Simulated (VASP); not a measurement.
Write the native input for VASP 6.6.1 that does the following.

```yaml
Task: single point
Functional: LDA
Potentials_or_basis: VASP PAW LDA potentials, release 64 (Ba_sv)
Cutoff: 520 eV
k_mesh: 14 × 14 × 14
Occupations: gaussian, width 0.15 eV
Spin: no spin polarisation
Dipole_correction: no
Further_INCAR_settings: ALGO = Normal; EDIFF = 1e-06; NBANDS = 11
```

The structure of Ba lies in POSCAR:

```
Ba
1.0
    0.0000000000      3.2326650028      3.2326650028
    3.2326650028      0.0000000000      3.2326650028
    3.2326650028      3.2326650028      0.0000000000
Ba
1
Direct
    0.0000000000      0.0000000000      0.0000000000
```

This isn't the form of Ba at room conditions, which is bcc.

These files were run (other wordings do the same):

INCAR

```
PREC = Accurate ; ENCUT = 520
EDIFF = 1E-6 ; ISMEAR = 0
SIGMA = 0.15 ; LREAL = False
LASPH = True ; NELM = 80
ALGO = Normal ; ISIF = 2
LWAVE = False ; LCHARG = True
LELF = True ; LVHAR = True
NBANDS = 11
```

KPOINTS

```
Automatic mesh
0
Gamma
  14 14 14
```

Potentials or basis: VASP PAW LDA potentials, release 64 (Ba_sv).

Launch:

```console
$ cat potpaw_LDA.64/Ba_sv/POTCAR > POTCAR
$ mpirun -np 1 vasp_std > vasp.out
```

It gave:

* Pressure: -1.5 GPa
* Band gap on the k mesh: zero (bands 5 and 6 overlap by 0.22 eV)

Caveat: spin-orbit coupling is left out, which moves the levels of the heavy elements.

It took 52 s on 1 thread of Intel(R) Xeon(R) Platinum 8259CL CPU @ 2.50GHz (Skylake/Cascade Lake), on a shared host, peak memory 0.21 GiB.
